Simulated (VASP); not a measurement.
# Pt (P6_3/mmc) in VASP: further runs

The runs below take Pt through single point, relaxation of cell and atoms, with PBE.

All numbers are computed with VASP 6.6.1; they aren't measurements. Logs are shortened: lines on timing, memory, paths and dates and some standing lists are left out, and cuts for length are marked.

### 1 The cell of the first run

Symmetry: P6_3/mmc, No. 194, hexagonal system. Conventional cell: a = 2.750 Å, b = 2.750 Å, c = 4.720 Å, α = 90.00°, β = 90.00°, γ = 120.00°. Within 3.6 Å of Pt (site symmetry -6m2) lie 12 Pt at 2.75 to 2.84 Å.

### 2 Single point, PBE

File INCAR:

```
  PREC = Accurate
  ENCUT = 520
  EDIFF = 1E-6
  ISMEAR = -1
  SIGMA = 0.05
  LREAL = False
  LASPH = True
  NELM = 60
  ALGO = Fast
  ISIF = 2
  LWAVE = False
  LCHARG = False
  GGA = PE
  NBANDS = 17
```

File KPOINTS:

```
Automatic mesh
0
Gamma
  11 11 6
```

File POSCAR:

```
Pt
1.0
    2.7497299696      0.0000000000      0.0000000000
   -1.3748649848      2.3813360072      0.0000000000
    0.0000000000      0.0000000000      4.7199008018
Pt
2
Direct
    0.3333333333      0.6666666667      0.2500000000
    0.6666666667      0.3333333333      0.7500000000
```

Potentials or basis: VASP PAW PBE potentials, release 64 (Pt).

Run with:

```
$ cat potpaw_PBE.64/Pt/POTCAR > POTCAR
$ mpirun -np 1 vasp_std > vasp.out
```

OUTCAR:

```text
PREC = Accurate
   ENCUT = 520
   EDIFF = 1E-6
   ISMEAR = -1
   LREAL = False
   LASPH = True
   NELM = 60
   ISIF = 2
   GGA = PE

 ion  position               nearest neighbor table
   1  0.333  0.667  0.250-   2 2.84   2 2.84   2 2.84   2 2.84   2 2.84   2 2.84
   2  0.667  0.333  0.750-   1 2.84   1 2.84   1 2.84   1 2.84   1 2.84   1 2.84

  LATTYP: Found a hexagonal cell.
 ALAT       =     2.7497299696
 C/A-ratio  =     1.7164961120

  Lattice vectors:

 A1 = (   2.7497299696,   0.0000000000,   0.0000000000)
 A2 = (  -1.3748649848,   2.3813360072,   0.0000000000)
 A3 = (   0.0000000000,   0.0000000000,   4.7199008018)

Analysis of symmetry for initial positions (statically):
=====================================================================
 Subroutine PRICEL returns:
 Original cell was already a primitive cell.

 Routine SETGRP: Setting up the symmetry group for a
 hexagonal supercell.

 Subroutine GETGRP returns: Found 24 space group operations
 (whereof 12 operations were pure point group operations)
 out of a pool of 24 trial point group operations.

The static configuration has the point symmetry D_3d.
 The point group associated with its full space group is D_6h.

Analysis of symmetry for dynamics (positions and initial velocities):
=====================================================================
 Subroutine PRICEL returns:
 Original cell was already a primitive cell.

 Routine SETGRP: Setting up the symmetry group for a
 hexagonal supercell.

 Subroutine GETGRP returns: Found 24 space group operations
 (whereof 12 operations were pure point group operations)
 out of a pool of 24 trial point group operations.

The dynamic configuration has the point symmetry D_3d.
 The point group associated with its full space group is D_6h.

 Subroutine INISYM returns: Found 24 space group operations
 (whereof 12 operations are pure point group operations),
 and found     1 'primitive' translations

----------------------------------------------------------------------------------------

                                     Primitive cell

  volume of cell :      30.9061

  direct lattice vectors                    reciprocal lattice vectors
     2.749729970  0.000000000  0.000000000     0.363672074  0.209966170  0.000000000
    -1.374864985  2.381336007  0.000000000     0.000000000  0.419932339  0.000000000
     0.000000000  0.000000000  4.719900802     0.000000000  0.000000000  0.211868860

  length of vectors
     2.749729970  2.749729970  4.719900802     0.419932339  0.419932339  0.211868860
[... 75 lines left out ...]
   ISPIN  =      1    spin polarized calculation?
   LNONCOLLINEAR =      F non collinear calculations
   LSORBIT =      F    spin-orbit coupling
   LASPH  =      T    aspherical Exc in radial PAW
   ENCUT  =  520.0 eV  38.22 Ry    6.18 a.u.   5.11  5.11  8.78*2*pi/ulx,y,z
   NELM   =     60;   NELMIN=  2; NELMDL= -5     # of ELM steps
   EDIFF  = 0.1E-05   stopping-criterion for ELM
   LREAL  =      F    real-space projection
   EDIFFG = 0.1E-04   stopping-criterion for IOM
   NSW    =      0    number of steps for IOM
   IBRION =     -1    ionic relax: 0-MD 1-quasi-New 2-CG
   NFREE  =      0    steps in history (QN), initial steepest desc. (CG)
   ISIF   =      2    stress and relaxation
   ISYM   =      2    0-nonsym 1-usesym 2-fastsym
   POTIM  = 0.5000    time-step for ionic-motion
   TEBEG  =    0.0;   TEEND  =   0.0 temperature during run
   PSTRESS=    0.0 pullay stress
   NELECT =      20.0000    total number of electrons
   NUPDOWN=      -1.0000    fix difference up-down
   EMIN   =  10.00;   EMAX   =-10.00  energy-range for DOS
   EFERMI =   0.00;   METHOD = LEGACY
   ISMEAR =    -1;   SIGMA  =   0.05  broadening in eV -4-tet -1-fermi 0-gaus
   EFERMI_NEDOS =   21; number of points for ismear=-14 and -15
   IALGO  =     68    algorithm
   IMIX   =      4    mixing-type and parameters
     AMIX     =   0.40;   BMIX     =  1.00
     AMIX_MAG =   1.60;   BMIX_MAG =  1.00
  volume/ion in A,a.u.               =      15.45       104.28
  Fermi-wavevector in a.u.,A,eV,Ry     =   1.416023  2.675895 27.281328  2.005121
  Thomas-Fermi vector in A             =   2.537401
   LORBIT       =      0    0 simple, 1 ext, 2 COOP (PROOUT), +10 PAW based schemes
   GGA     = PE    functional components
   LHFCALC =     F    Hartree Fock is set to
   AEXX    =    0.0000 exact exchange contribution
   IVDW    =     0    specifies the selected vdW correction
   LEPSILON=     F    determine dielectric tensor
   LRPA    =     F    only Hartree local field effects (RPA)
 non-spin polarized calculation
 RMM-DIIS sequential band-by-band and
  energy-cutoff  :      520.00
  volume of cell :       30.91
 maximum number of plane-waves:       845
   NGX = 11   NGY = 11   NGZ = 17

 number of electron      19.9999999 magnetization

 Free energy of the ion-electron system (eV)
  ---------------------------------------------------
  ext. energy  EPLUGINS =         0.00000000
  ---------------------------------------------------
  free energy    TOTEN  =       -12.07899405 eV

  energy without entropy =      -12.04267145  energy(sigma->0) =      -12.06083275

 E-fermi :  10.7785     XC(G=0): -13.3405

 val. band max:       10.7654144634   @ k =   0.4545   0.0909   0.5000
 cond. band min:      10.7791582062   @ k =   0.2727   0.0909   0.1667
 fundamental gap:      0.0137437428
 Fermi energy:        10.7784992182

 k-point     1 :       0.0000    0.0000    0.0000
  band No.  band energies     occupation
      1       0.8548      2.00000
      2       3.5600      2.00000
      3       6.7873      2.00000
      4       7.2540      2.00000
      5       7.2540      2.00000
      6       7.6505      2.00000
[... 457 lines left out ...]
      4       6.2965      2.00000
      5       6.9208      2.00000
      6       7.4941      2.00000
[... 9 lines left out ...]
     16      27.3350      0.00000
     17      28.2984      0.00000

 [... further k-points ...]
[... 5 lines left out ...]
  --------------------------------------------------------------------------------------
  -------------------------------------------------------------------------------------
  Total        0.8819666      0.8819666      0.8694590     -0.0000000      0.0000000      0.0000000
  in kB       45.7213565     45.7213565     45.0729613     -0.0000000      0.0000000      0.0000000
  external PRESSURE =      45.5052248 kB  Pullay stress =       0.0000000 kB

 VOLUME and BASIS-vectors are now :
 -----------------------------------------------------------------------------
  energy-cutoff  :      520.00
  volume of cell :       30.91
      direct lattice vectors                 reciprocal lattice vectors
     2.749729970  0.000000000  0.000000000     0.363672074  0.209966170  0.000000000
    -1.374864985  2.381336007  0.000000000     0.000000000  0.419932339  0.000000000
     0.000000000  0.000000000  4.719900802     0.000000000  0.000000000  0.211868860

 POSITION                                       TOTAL-FORCE (eV/Angst)
 -----------------------------------------------------------------------------------
     -0.00000      1.58756      1.17998        -0.000000      0.000000      0.000000
      1.37486      0.79378      3.53993         0.000000     -0.000000      0.000000
 -----------------------------------------------------------------------------------
    total drift:                               -0.000000      0.000000     -0.000000

  FREE ENERGIE OF THE ION-ELECTRON SYSTEM (eV)
  ---------------------------------------------------
  free  energy   TOTEN  =       -12.0789940517 eV

  energy  without entropy=      -12.0426714498  energy(sigma->0) =      -12.06083275
```

It took 16 s on 1 thread of Intel Xeon 6975P-C, shared host; peak memory 0.15 GiB.

Results:

| Item | Value |
| --- | --- |
| Free energy | -12.0790 eV |
| Pressure | 4.6 GPa |
| Band gap on the k mesh | zero (band 10 reaches 11.16 eV, above the bottom of band 11 at 9.94 eV) |

Levels at points of the mesh, in eV from the Fermi level:
```
           k point  band 6  band 7  band 8  band 9  band 10  band 11  band 12  band 13  band 14  band 15
(0.00, 0.00, 0.00)   -3.13   -3.13   -1.94   -1.94    -0.73    -0.24    -0.24     4.96    15.03    15.86
(0.00, 0.00, 0.50)   -3.53   -3.53   -3.53   -0.84    -0.84    -0.84    -0.84    12.31    12.31    15.50
```

Caveat: spin-orbit coupling is left out, which moves the levels of the heavy elements.

(Part 1 of 2 ends here.)
